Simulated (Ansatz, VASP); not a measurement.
**Two plane-wave programs on Ti**

File POSCAR:

```
Ti
1.0
    0.0000000000      1.9386500000      2.0300000000
    2.1213500000      0.0000000000      2.0300000000
    2.1213500000      1.9386500000      0.0000000000
Ti
1
Direct
    0.0000000000      0.0000000000      0.0000000000
```

Contents of INCAR.step1:

```
SYSTEM = Ti
PREC     = Accurate       ! precision mode
ENCUT    = 520            ! plane-wave cutoff, eV
ISMEAR   = 0              ! smearing method
SIGMA    = 0.15           ! smearing width, eV
LREAL    = .False.        ! projectors in reciprocal space
LASPH    = .True.         ! aspherical terms in the spheres
NELM     = 100            ! most SCF steps
NBANDS   = 12             ! bands
GGA      = PE             ! functional
ALGO     = Normal         ! electronic algorithm
EDIFF    = 1E-4           ! SCF threshold, eV
LWAVE    = .True.         ! write WAVECAR
LCHARG   = .False.        ! write CHGCAR
```

Contents of INCAR.step2:

```
SYSTEM = Ti
PREC     = Accurate       ! precision mode
ENCUT    = 520            ! plane-wave cutoff, eV
EDIFF    = 1E-7           ! SCF threshold, eV
ISMEAR   = 0              ! smearing method
SIGMA    = 0.15           ! smearing width, eV
LREAL    = .False.        ! projectors in reciprocal space
LASPH    = .True.         ! aspherical terms in the spheres
NELM     = 100            ! most SCF steps
ALGO     = Normal         ! electronic algorithm
ISIF     = 2              ! what is computed and relaxed
LWAVE    = .False.        ! write WAVECAR
LCHARG   = .False.        ! write CHGCAR
METAGGA  = R2SCAN         ! meta-GGA
LMIXTAU  = .True.       
NBANDS   = 12             ! bands
ISTART   = 1
```

KPOINTS

```
Automatic mesh
0
Gamma
  20 20 20
  0 0 0
```

Input for Ansatz:

```yaml
crystal:
  lattice:
    - [0.0, 1.93865, 2.03]
    - [2.12135, 0.0, 2.03]
    - [2.12135, 1.93865, 0.0]
  atoms:
    - { symbol: Ti, position: [0.0, 0.0, 0.0] }
basis:
  ecutwfc: 500
kpoints:
  mp_grid: { grid: [20, 20, 20] }
hamiltonian:
  xc: r2scan
scf:
  occupations: { method: gaussian, width: 0.15 }
output:
  forces: true
  stress: true
  eigenvalues: true
```

Change from the starting cell: strain +0.0450 x Voigt [1, -1, 0, 0, 0, 0], atoms carried along.

Alike in both runs: task single point; functional r2SCAN; k mesh 20 × 20 × 20; occupations gaussian, width 0.15 eV; no spin polarisation.

|  | VASP | Ansatz |
| --- | --- | --- |
| version | VASP 6.6.1 | Ansatz 0.2.0 |
| potentials or method | VASP PAW PBE potentials, release 64 (Ti_sv), cutoff 520 eV | scalar-relativistic, plane waves, PAW |
| valence electrons in the cell | 12 | 12 |

VASP gave:

- gap on the k mesh at the Fermi level (eV): none
- pressure (GPa): 5.0
- traceless stress, the component that is largest in VASP (GPa): 1.41

**Question.** Which values does Ansatz return?

**Answer.** gap on the k mesh at the Fermi level (eV): none; pressure (GPa): 4.5; traceless stress, the component that is largest in VASP (GPa): 1.40.

VASP's potentials were made for PBE, not for r2SCAN. A gap of «none» marks a metal or a gap that the smearing closes.
